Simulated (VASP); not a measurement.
# PbO2 (P4_2/mnm) in VASP: notebook

Runs on PbO2. Level: PBEsol. Tasks: single point, relaxation of cell and atoms.

Everything below comes from runs of VASP 6.6.1. Logs are shortened: lines on timing, memory, paths and dates and some standing lists are left out, and cuts for length are marked.

### 1 The cell of the first run

The structure is tetragonal, space group P4_2/mnm (No. 136). Conventional cell: a = 4.997 Å, b = 4.997 Å, c = 3.411 Å, α = 90.00°, β = 90.00°, γ = 90.00°. Pb (site symmetry mmm) has 6 O at 2.17 to 2.18 Å within 2.9 Å. O (site symmetry m2m) has 3 Pb at 2.17 to 2.18 Å and 1 O at 2.72 Å within 2.9 Å.

### 2 Single point, PBEsol

INCAR reads:

```
ALGO = Normal
EDIFF = 1E-7
ENCUT = 520
GGA = PS
ISIF = 2
ISMEAR = -1
LASPH = T
LCHARG = F
LREAL = F
LWAVE = F
NBANDS = 35
NELM = 80
PREC = Accurate
SIGMA = 0.03
```

KPOINTS reads:

```
k-points
0
Gamma
  4 4 6
```

POSCAR reads:

```
PbO2
1.0
    4.9966624097      0.0000000000      0.0000000000
    0.0000000000      4.9966624097      0.0000000000
    0.0000000000      0.0000000000      3.4110987380
Pb O
2 4
Direct
    0.0000000000      0.0000000000      0.0000000000
    0.5000000000      0.5000000000      0.5000000000
    0.3076180383      0.3076180383      0.0000000000
    0.1923819617      0.8076180383      0.5000000000
    0.8076180383      0.1923819617      0.5000000000
    0.6923819617      0.6923819617      0.0000000000
```

Potentials or basis: VASP PAW PBE potentials, release 64 (Pb_d, O).

Started as:

```console
> cat potpaw_PBE.64/Pb_d/POTCAR potpaw_PBE.64/O/POTCAR > POTCAR
> mpirun -np 1 vasp_std > vasp.out
```

OUTCAR:

```text
EDIFF = 1E-7
   ENCUT = 520
   GGA = PS
   ISIF = 2
   ISMEAR = -1
   LASPH = T
   LREAL = F
   NELM = 80
   PREC = Accurate

 ion  position               nearest neighbor table
   1  0.000  0.000  0.000-   3 2.17   6 2.17   5 2.18   4 2.18   4 2.18   5 2.18   2 3.92   2 3.92
                             2 3.92   2 3.92   2 3.92   2 3.92   2 3.92   2 3.92
   2  0.500  0.500  0.500-   4 2.17   5 2.17   3 2.18   6 2.18   3 2.18   6 2.18   1 3.92   1 3.92
                             1 3.92   1 3.92   1 3.92   1 3.92   1 3.92   1 3.92
   3  0.308  0.308  0.000-   1 2.17   2 2.18   2 2.18
   4  0.192  0.808  0.500-   2 2.17   1 2.18   1 2.18
   5  0.808  0.192  0.500-   2 2.17   1 2.18   1 2.18
   6  0.692  0.692  0.000-   1 2.17   2 2.18   2 2.18

  LATTYP: Found a simple tetragonal cell.
 ALAT       =     4.9966624097
 C/A-ratio  =     0.6826754458

  Lattice vectors:

 A1 = (   4.9966624097,   0.0000000000,   0.0000000000)
 A2 = (   0.0000000000,   4.9966624097,   0.0000000000)
 A3 = (   0.0000000000,   0.0000000000,   3.4110987380)

Analysis of symmetry for initial positions (statically):
=====================================================================
 Subroutine PRICEL returns:
 Original cell was already a primitive cell.

 Routine SETGRP: Setting up the symmetry group for a
 simple tetragonal supercell.

 Subroutine GETGRP returns: Found 16 space group operations
 (whereof  8 operations were pure point group operations)
 out of a pool of 16 trial point group operations.

The static configuration has the point symmetry D_2h.
 The point group associated with its full space group is D_4h.

Analysis of symmetry for dynamics (positions and initial velocities):
=====================================================================
 Subroutine PRICEL returns:
 Original cell was already a primitive cell.

 Routine SETGRP: Setting up the symmetry group for a
 simple tetragonal supercell.

 Subroutine GETGRP returns: Found 16 space group operations
 (whereof  8 operations were pure point group operations)
 out of a pool of 16 trial point group operations.

The dynamic configuration has the point symmetry D_2h.
 The point group associated with its full space group is D_4h.

 Subroutine INISYM returns: Found 16 space group operations
 (whereof  8 operations are pure point group operations),
 and found     1 'primitive' translations

----------------------------------------------------------------------------------------

                                     Primitive cell

  volume of cell :      85.1637

  direct lattice vectors                    reciprocal lattice vectors
     4.996662410  0.000000000  0.000000000     0.200133593  0.000000000  0.000000000
     0.000000000  4.996662410  0.000000000     0.000000000  0.200133593  0.000000000
     0.000000000  0.000000000  3.411098738     0.000000000  0.000000000  0.293160673

  length of vectors
     4.996662410  4.996662410  3.411098738     0.200133593  0.200133593  0.293160673

  position of ions in fractional coordinates (direct lattice)
     0.000000000  0.000000000  0.000000000
     0.500000000  0.500000000  0.500000000
     0.307618038  0.307618038  0.000000000
     0.192381962  0.807618038  0.500000000
     0.807618038  0.192381962  0.500000000
     0.692381962  0.692381962  0.000000000

  ion indices of the primitive-cell ions
   primitive index   ion index
                 1           1
                 2           2
                 3           3
                 4           4
                 5           5
                 6           6

----------------------------------------------------------------------------------------

 KPOINTS: k-points

Automatic generation of k-mesh.
 Grid dimensions read from file:
 generate k-points for:    4    4    6

 Generating k-lattice:

  Cartesian coordinates                     Fractional coordinates (reciprocal lattice)
     0.050033398  0.000000000  0.000000000     0.250000000  0.000000000  0.000000000
     0.000000000  0.050033398  0.000000000     0.000000000  0.250000000  0.000000000
     0.000000000  0.000000000  0.048860112     0.000000000  0.000000000  0.166666667

  Length of vectors
     0.050033398  0.050033398  0.048860112

  Shift w.r.t. Gamma in fractional coordinates (k-lattice)
     0.000000000  0.000000000  0.000000000

 Subroutine IBZKPT returns following result:
 ===========================================

 Found     24 irreducible k-points:

 Following reciprocal coordinates:
            Coordinates               Weight
  0.000000  0.000000  0.000000      1.000000
  0.250000  0.000000  0.000000      4.000000
  0.500000  0.000000  0.000000      2.000000
  0.250000  0.250000  0.000000      4.000000
  0.500000  0.250000  0.000000      4.000000
  0.500000  0.500000  0.000000      1.000000
[... 16 lines left out ...]
  0.500000  0.250000  0.500000      4.000000
  0.500000  0.500000  0.500000      1.000000
   k-points           NKPTS =     24   k-points in BZ     NKDIM =     24   number of bands    NBANDS=     35
   number of dos      NEDOS =    301   number of ions     NIONS =      6
   total plane-waves  NPLWV =  44800
   dimension x,y,z NGX =    40 NGY =   40 NGZ =   28
   dimension x,y,z NGXF=    80 NGYF=   80 NGZF=   56
   ions per type =               2   4
   NGX,Y,Z   is equivalent  to a cutoff of  13.31, 13.31, 13.65 a.u.
   NGXF,Y,Z  is equivalent  to a cutoff of  26.62, 26.62, 27.29 a.u.
 SYSTEM =  unknown system
   PREC   = accura    normal or accurate (medium, high low for compatibility)
   ISTART =      0    job   : 0-new  1-cont  2-samecut
   ICHARG =      2    charge: 1-file 2-atom 10-const
   ISPIN  =      1    spin polarized calculation?
   LNONCOLLINEAR =      F non collinear calculations
   LSORBIT =      F    spin-orbit coupling
   LASPH  =      T    aspherical Exc in radial PAW
   ENCUT  =  520.0 eV  38.22 Ry    6.18 a.u.   9.29  9.29  6.34*2*pi/ulx,y,z
   NELM   =     80;   NELMIN=  2; NELMDL= -5     # of ELM steps
   EDIFF  = 0.1E-06   stopping-criterion for ELM
   LREAL  =      F    real-space projection
   EDIFFG = 0.1E-05   stopping-criterion for IOM
   NSW    =      0    number of steps for IOM
   IBRION =     -1    ionic relax: 0-MD 1-quasi-New 2-CG
   NFREE  =      0    steps in history (QN), initial steepest desc. (CG)
   ISIF   =      2    stress and relaxation
   ISYM   =      2    0-nonsym 1-usesym 2-fastsym
   POTIM  = 0.5000    time-step for ionic-motion
   TEBEG  =    0.0;   TEEND  =   0.0 temperature during run
   PSTRESS=    0.0 pullay stress
   NELECT =      52.0000    total number of electrons
   NUPDOWN=      -1.0000    fix difference up-down
   EMIN   =  10.00;   EMAX   =-10.00  energy-range for DOS
   EFERMI =   0.00;   METHOD = LEGACY
   ISMEAR =    -1;   SIGMA  =   0.03  broadening in eV -4-tet -1-fermi 0-gaus
   EFERMI_NEDOS =   21; number of points for ismear=-14 and -15
   IALGO  =     38    algorithm
   IMIX   =      4    mixing-type and parameters
     AMIX     =   0.40;   BMIX     =  1.00
     AMIX_MAG =   1.60;   BMIX_MAG =  1.00
  volume/ion in A,a.u.               =      14.19        95.79
  Fermi-wavevector in a.u.,A,eV,Ry     =   1.388858  2.624561 26.244639  1.928927
  Thomas-Fermi vector in A             =   2.512944
   LORBIT       =      0    0 simple, 1 ext, 2 COOP (PROOUT), +10 PAW based schemes
   GGA     = PS    functional components
   LHFCALC =     F    Hartree Fock is set to
   AEXX    =    0.0000 exact exchange contribution
   IVDW    =     0    specifies the selected vdW correction
   LEPSILON=     F    determine dielectric tensor
   LRPA    =     F    only Hartree local field effects (RPA)
 non-spin polarized calculation
  energy-cutoff  :      520.00
  volume of cell :       85.16
 maximum number of plane-waves:      2308
 NGX is ok and might be reduce to    40
   NGX = 19   NGY = 19   NGZ = 13

 number of electron      52.0000007 magnetization

 Free energy of the ion-electron system (eV)
  ---------------------------------------------------
  ext. energy  EPLUGINS =         0.00000000
  ---------------------------------------------------
  free energy    TOTEN  =       -34.07373288 eV

  energy without entropy =      -34.07323543  energy(sigma->0) =      -34.07348415

 E-fermi :   4.0660     XC(G=0): -10.8701

 val. band max:        3.9579592132   @ k =   0.0000   0.0000   0.1667
 cond. band min:       4.1357389861   @ k =   0.0000   0.0000   0.0000
 fundamental gap:      0.1777797729
 Fermi energy:         4.0659541660

 k-point     1 :       0.0000    0.0000    0.0000
  band No.  band energies     occupation
      1     -14.1642      2.00000
      2     -14.0466      2.00000
      3     -12.3737      2.00000
      4     -12.3737      2.00000
      5     -11.4514      2.00000
      6     -11.2534      2.00000
[... 27 lines left out ...]
     34      14.9315      0.00000
     35      15.6999      0.00000

 k-point     2 :       0.2500    0.0000    0.0000
  band No.  band energies     occupation
      1     -14.0092      2.00000
      2     -13.9473      2.00000
      3     -12.8231      2.00000
      4     -12.6907      2.00000
      5     -11.2125      2.00000
      6     -11.2121      2.00000
[... 27 lines left out ...]
     34      15.6076      0.00000
     35      15.7330      0.00000

 k-point     3 :       0.5000    0.0000    0.0000
  band No.  band energies     occupation
      1     -13.7764      2.00000
      2     -13.7764      2.00000
      3     -13.1269      2.00000
      4     -13.1269      2.00000
      5     -11.2044      2.00000
      6     -11.2044      2.00000
[... 27 lines left out ...]
     34      15.5910      0.00000
     35      16.0169      0.00000
[... 723 lines left out ...]
 k-point    23 :       0.5000    0.2500    0.5000
  band No.  band energies     occupation
      1     -13.8270      2.00000
      2     -13.8270      2.00000
      3     -12.9842      2.00000
      4     -12.9842      2.00000
      5     -11.0613      2.00000
      6     -11.0613      2.00000
[... 27 lines left out ...]
     34      14.3977      0.00000
     35      16.4658      0.00000

 k-point    24 :       0.5000    0.5000    0.5000
  band No.  band energies     occupation
      1     -13.6501      2.00000
      2     -13.6501      2.00000
      3     -13.2954      2.00000
      4     -13.2954      2.00000
      5     -11.0350      2.00000
      6     -11.0350      2.00000
[... 27 lines left out ...]
     34      13.7564      0.00000
     35      17.0879      0.00000

------------------------ aborting loop because EDIFF is reached ----------------------------------------

  FORCE on cell =-STRESS in cart. coord.  units (eV):
  Direction    XX          YY          ZZ          XY          YZ          ZX
  --------------------------------------------------------------------------------------
  -------------------------------------------------------------------------------------
  Total        0.0960177      0.0960177      0.2074505      0.0000000      0.0000000      0.0000000
  in kB        1.8063733      1.8063733      3.9027509      0.0000000      0.0000000      0.0000000
  external PRESSURE =       2.5051659 kB  Pullay stress =       0.0000000 kB

 VOLUME and BASIS-vectors are now :
 -----------------------------------------------------------------------------
  energy-cutoff  :      520.00
  volume of cell :       85.16
      direct lattice vectors                 reciprocal lattice vectors
     4.996662410  0.000000000  0.000000000     0.200133593  0.000000000  0.000000000
     0.000000000  4.996662410  0.000000000     0.000000000  0.200133593  0.000000000
     0.000000000  0.000000000  3.411098738     0.000000000  0.000000000  0.293160673

 POSITION                                       TOTAL-FORCE (eV/Angst)
 -----------------------------------------------------------------------------------
      0.00000      0.00000      0.00000         0.000000      0.000000      0.000000
      2.49833      2.49833      1.70555         0.000000      0.000000      0.000000
      1.53706      1.53706      0.00000        -0.006921     -0.006921      0.000000
      0.96127      4.03539      1.70555         0.006921     -0.006921      0.000000
      4.03539      0.96127      1.70555        -0.006921      0.006921      0.000000
      3.45960      3.45960      0.00000         0.006921      0.006921     -0.000000
 -----------------------------------------------------------------------------------
    total drift:                                0.000000     -0.000000      0.000000

  FREE ENERGIE OF THE ION-ELECTRON SYSTEM (eV)
  ---------------------------------------------------
  free  energy   TOTEN  =       -34.0737328781 eV

  energy  without entropy=      -34.0732354269  energy(sigma->0) =      -34.07348415
```

Wall time 55 s (1 thread of Intel Xeon Platinum 8488C (Sapphire Rapids), shared host); peak memory 0.22 GiB.

What came out:

```yaml
Free_energy: -34.0737 eV
Pressure: 0.3 GPa
Largest_force: 0.010 eV/Å
Band_gap_on_the_k_mesh: 0.18 eV (least direct gap 0.69 eV)
```

Forces on the atoms (eV/Å):
```
Pb   0.000  0.000  0.000
Pb   0.000  0.000  0.000
O   -0.007 -0.007  0.000
O    0.007 -0.007  0.000
O   -0.007  0.007  0.000
O    0.007  0.007  0.000
```

Caveat: the structure was generated, so it needn't be the stable form of PbO2; the PAW data sets were made with another functional, which shifts forces and pressure a little; spin-orbit coupling is left out, which moves the levels of the heavy elements. A k mesh can miss the band edges.

### 3 Relaxation of cell and atoms, PBEsol

This run uses another cell than the first one, of 14.05 Å³/atom.

INCAR reads:

```
SYSTEM = PbO2
PREC     = Accurate       ! precision mode
ENCUT    = 600            ! plane-wave cutoff, eV
EDIFF    = 1E-6           ! SCF threshold, eV
ISMEAR   = -1             ! smearing method
SIGMA    = 0.03           ! smearing width, eV
LREAL    = .False.        ! projectors in reciprocal space
LASPH    = .True.         ! aspherical terms in the spheres
NELM     = 80             ! most SCF steps
ALGO     = Normal         ! electronic algorithm
ISIF     = 3              ! what is computed and relaxed
LWAVE    = .False.        ! write WAVECAR
LCHARG   = .False.        ! write CHGCAR
GGA      = PS             ! functional
IBRION   = 2              ! ionic algorithm
NSW      = 100            ! ionic steps
EDIFFG   = -0.01          ! ionic threshold
```

KPOINTS reads:

```
Automatic mesh
0
Gamma
  4 4 6
  0 0 0
```

POSCAR reads:

```
PbO2
1.0
    5.0363113100      0.0000000000      0.0000000000
    0.0000000000      5.0363113100      0.0000000000
    0.0000000000      0.0000000000      3.3239654646
Pb O
2 4
Direct
    0.0000000000      0.0000000000      0.0000000000
    0.5000000000      0.5000000000      0.5000000000
    0.3050000000      0.3050000000      0.0000000000
    0.1950000000      0.8050000000      0.5000000000
    0.8050000000      0.1950000000      0.5000000000
    0.6950000000      0.6950000000      0.0000000000
```

Potentials or basis: VASP PAW PBE potentials, release 64 (Pb_d, O).

Started as:

```console
> cat potpaw_PBE.64/Pb_d/POTCAR potpaw_PBE.64/O/POTCAR > POTCAR
> mpirun -np 1 vasp_std > vasp.out
```

Wall time 3.2 min (1 thread of Intel Xeon Platinum 8488C (Sapphire Rapids), shared host); peak memory 0.24 GiB.

The run converged. Its results:

| Item | Value |
| --- | --- |
| Free energy | -34.0796 eV |
| Relaxed volume | 14.21 Å³/atom |
| Relaxed cell | a = 4.996 Å, b = 4.996 Å, c = 3.416 Å, α = 90.00°, β = 90.00°, γ = 90.00° |
| Space group after relaxing (to 0.1 Å) | P4_2/mnm (No. 136) |
| Energy gained by relaxing | 6.6 meV/atom |
| Ionic steps | 7 |
| Pressure after relaxing | -0.1 GPa |
| Largest force after relaxing | 0.005 eV/Å |
| Band gap on the k mesh | 0.18 eV (least direct gap 0.68 eV) |

Forces in eV/Å, atoms in the order of the input:
```
Pb   0.000  0.000  0.000
Pb   0.000  0.000  0.000
O    0.003  0.003  0.000
O   -0.003  0.003  0.000
O    0.003 -0.003  0.000
O   -0.003 -0.003  0.000
```

Step by step:
```tsv
step	energy change (eV)	largest force (eV/Å)	pressure (GPa)	volume (Å³)
1	0.0000	0.1847	2.40	84.31
2	-0.0224	0.1635	-2.28	86.90
3	-0.0260	0.1723	-1.05	86.18
4	-0.0375	0.0275	-0.40	85.66
5	-0.0391	0.0514	-0.03	85.39
6	-0.0397	0.0200	-0.06	85.32
7	-0.0399	0.0049	-0.06	85.26
```

Final structure:
```cif
data_structure
_symmetry_space_group_name_H-M 'P 1'
_symmetry_Int_Tables_number 1
_cell_length_a 4.9956
_cell_length_b 4.9956
_cell_length_c 3.4164
_cell_angle_alpha 90.000
_cell_angle_beta 90.000
_cell_angle_gamma 90.000
_cell_volume 85.26
loop_
_atom_site_label
_atom_site_type_symbol
_atom_site_fract_x
_atom_site_fract_y
_atom_site_fract_z
_atom_site_occupancy
Pb1 Pb 0.00000 0.00000 0.00000 1
Pb2 Pb 0.50000 0.50000 0.50000 1
O1 O 0.30753 0.30753 0.00000 1
O2 O 0.19247 0.80753 0.50000 1
O3 O 0.80753 0.19247 0.50000 1
O4 O 0.69247 0.69247 0.00000 1
```

Levels at points of the mesh, in eV from the valence-band top:
| k point | band 22 | band 23 | band 24 | band 25 | band 26 | band 27 | band 28 | band 29 | band 30 | band 31 |
| --- | --- | --- | --- | --- | --- | --- | --- | --- | --- | --- |
| (0.00, 0.00, 0.00) | -0.60 | -0.53 | -0.53 | -0.51 | -0.51 | 0.18 | 4.23 | 5.80 | 5.80 | 9.56 |
| (0.50, 0.00, 0.00) | -1.25 | -0.57 | -0.57 | -0.29 | -0.29 | 2.43 | 2.43 | 6.41 | 6.41 | 9.72 |
| (0.50, 0.50, 0.00) | -1.50 | -0.59 | -0.59 | -0.39 | -0.39 | 2.83 | 2.83 | 6.70 | 6.70 | 10.06 |
| (0.00, 0.00, 0.50) | -1.94 | -1.03 | -1.03 | -0.70 | -0.70 | 3.75 | 3.75 | 8.81 | 8.81 | 9.59 |
| (0.50, 0.00, 0.50) | -0.99 | -0.69 | -0.69 | -0.13 | -0.13 | 4.07 | 4.07 | 7.26 | 7.26 | 9.87 |
| (0.50, 0.50, 0.50) | -1.81 | -0.58 | -0.58 | -0.43 | -0.43 | 2.82 | 2.82 | 8.25 | 8.25 | 9.74 |

Caveat: the structure was generated, so it needn't be the stable form of PbO2; the PAW data sets were made with another functional, which shifts forces and pressure a little; spin-orbit coupling is left out, which moves the levels of the heavy elements. A k mesh can miss the band edges.
